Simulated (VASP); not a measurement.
Wanted: the native input for a VASP 6.6.1 run.

```yaml
Task: single point
Functional: PBE
Potentials_or_basis: VASP PAW PBE potentials, release 64 (Pd, Pt)
Cutoff: 520 eV
k_mesh: 8 × 8 × 8
Occupations: gaussian, width 0.1 eV
Spin: no spin polarisation
Dipole_correction: no
Further_INCAR_settings: ALGO = Normal; EDIFF = 1e-07; NBANDS = 22
```

The structure of PdPt2 lies in POSCAR:

```
PdPt2
1.0
   -1.6374690948      1.6374690948      4.0169163733
    1.6374690948     -1.6374690948      4.0169163733
    1.6374690948      1.6374690948     -4.0169163733
Pd Pt
1 2
Direct
    0.0000000000      0.0000000000      0.0000000000
    0.6650000000      0.6650000000      0.0000000000
    0.3350000000      0.3350000000      0.0000000000
```

The input as run:

INCAR

```
ALGO = Normal ; EDIFF = 1E-7
ENCUT = 520 ; GGA = PE
ISIF = 2 ; ISMEAR = 0
LASPH = T ; LCHARG = F
LREAL = F ; LWAVE = F
NBANDS = 22 ; NELM = 60
PREC = Accurate ; SIGMA = 0.1
```

KPOINTS

```
k-points
0
Gamma
  8 8 8
```

Potentials or basis: VASP PAW PBE potentials, release 64 (Pd, Pt).

Launch:

```bash
$ cat potpaw_PBE.64/Pd/POTCAR potpaw_PBE.64/Pt/POTCAR > POTCAR
$ mpirun -np 1 vasp_std > vasp.out
```

It gave:

```yaml
Pressure: 23.3 GPa
Largest_force: 0.433 eV/Å
Band_gap_on_the_k_mesh: zero (band 15 reaches 12.05 eV, above the bottom of band 16 at 11.04 eV)
```

Caveat: spin-orbit coupling is left out, which moves the levels of the heavy elements.

Run time: 86 s on 1 thread of Intel(R) Xeon(R) Platinum 8488C (Sapphire Rapids), on a shared host, peak memory 0.23 GiB.
